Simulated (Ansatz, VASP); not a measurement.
## Tl: VASP beside Ansatz

Contents of INCAR:

```
ALGO = Normal ; EDIFF = 1E-6
EDIFFG = -0.01 ; ENCUT = 600
GGA = PS ; IBRION = 2
ISIF = 3 ; ISMEAR = 0
LASPH = True ; LCHARG = False
LREAL = False ; LWAVE = False
NELM = 80 ; NSW = 80
PREC = Accurate ; SIGMA = 0.1
```

The input KPOINTS:

```
k-points
0
Gamma
  16 16 16
```

The input POSCAR:

```
Tl
1.0
    0.0000000000      2.4250872563      2.4250872563
    2.4250872563      0.0000000000      2.4250872563
    2.4250872563      2.4250872563      0.0000000000
Tl
1
Direct
    0.0000000000      0.0000000000      0.0000000000
```

Input for Ansatz:

```yaml
crystal:
  lattice:
    - [0.0, 2.4250872524, 2.4250872524]
    - [2.4250872524, 0.0, 2.4250872524]
    - [2.4250872524, 2.4250872524, 0.0]
  atoms:
    - { symbol: Tl, position: [0.0, 0.0, 0.0] }
basis:
  ecutwfc: 420
kpoints:
  mp_grid: { grid: [16, 16, 16] }
hamiltonian:
  xc: pbesol
scf:
  occupations: { method: gaussian, width: 0.1 }
output:
  forces: true
  stress: true
  eigenvalues: true
relax:
  adjacent_minimum: "off"
  f_tol: 0.01
  max_steps: 60
  cell: { stress_tol: 0.1 }
```

Alike in both runs: task relaxation of cell and atoms; functional PBEsol; k mesh 16 × 16 × 16; occupations gaussian, width 0.1 eV; no spin polarisation.

|  | VASP | Ansatz |
| --- | --- | --- |
| version | VASP 6.6.1 | Ansatz 0.2.0 |
| potentials or method | VASP PAW PBE potentials, release 64 (Tl_d), cutoff 600 eV | scalar-relativistic, plane waves, PAW |
| valence electrons in the cell | 13 | 13 |

```tsv
	VASP	Ansatz	Ansatz less VASP
gap on the k mesh at the Fermi level, each at its own relaxed structure (eV)	none	none	-
relaxed volume (Å³/atom)	28.30	28.33	+0.031
relaxed cell length with the largest relative difference (Å)	3.420	3.422	+0.0012
```

VASP's potentials were made for PBE, not for PBEsol. A gap of «none» marks a metal or a gap that the smearing closes.

Neither program's run includes spin-orbit coupling.
